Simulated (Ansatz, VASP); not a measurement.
## Hg: VASP beside Ansatz

Contents of INCAR:

```
SYSTEM = Hg
ALGO = Fast ; EDIFF = 1E-6
ENCUT = 520 ; GGA = PS
ISIF = 2 ; ISMEAR = 0
IVDW = 12 ; LASPH = .TRUE.
LCHARG = .TRUE. ; LELF = .TRUE.
LREAL = .FALSE. ; LVHAR = .TRUE.
LWAVE = .FALSE. ; NBANDS = 19
NELM = 80 ; PREC = Accurate
SIGMA = 0.15
```

File KPOINTS:

```
k-points
0
G
  18 18 10
  0 0 0
```

File POSCAR:

```
Hg
1.0
    3.1717762535      0.0000000000      0.0000000000
   -1.5858881267      2.7468388106      0.0000000000
    0.0000000000      0.0000000000      5.3989975386
Hg
2
Direct
    0.6666666667      0.3333333333      0.7500000000
    0.3333333333      0.6666666667      0.2500000000
```

Input for Ansatz:

```yaml
crystal:
  lattice:
    - [3.1717762535, 0.0, 0.0]
    - [-1.5858881267, 2.7468388106, 0.0]
    - [0.0, 0.0, 5.3989975386]
  atoms:
    - { symbol: Hg, position: [0.6666666667, 0.3333333333, 0.75] }
    - { symbol: Hg, position: [0.3333333333, 0.6666666667, 0.25] }
basis:
  ecutwfc: 420
kpoints:
  mp_grid: { grid: [18, 18, 10] }
hamiltonian:
  xc: pbesol
  dispersion: d3bj
scf:
  occupations: { method: gaussian, width: 0.15 }
output:
  forces: true
  stress: true
  eigenvalues: true
```

Alike in both runs: task single point; functional PBEsol; dispersion D3(BJ); k mesh 18 × 18 × 10; occupations gaussian, width 0.15 eV; no spin polarisation.

```csv
,VASP,Ansatz
version,VASP 6.6.1,Ansatz 0.2.0
potentials or method,"VASP PAW PBE potentials, release 64 (Hg), cutoff 520 eV","scalar-relativistic, plane waves, PAW"
valence electrons in the cell,24,40
```

|  | VASP | Ansatz | Ansatz less VASP |
| --- | --- | --- | --- |
| gap on the k mesh at the Fermi level (eV) | none | none | - |
| pressure (GPa) | -2.5 | -2.9 | -0.37 |
| traceless stress, the component that is largest in VASP (GPa) | -0.21 | -0.15 | +0.062 |

VASP's potentials were made for PBE, not for PBEsol. A gap of «none» marks a metal or a gap that the smearing closes. VASP's potentials hold 24 valence electrons a cell and Ansatz's 40, so a difference there can come from the potentials and not from the codes.

Spin-orbit coupling is off throughout.
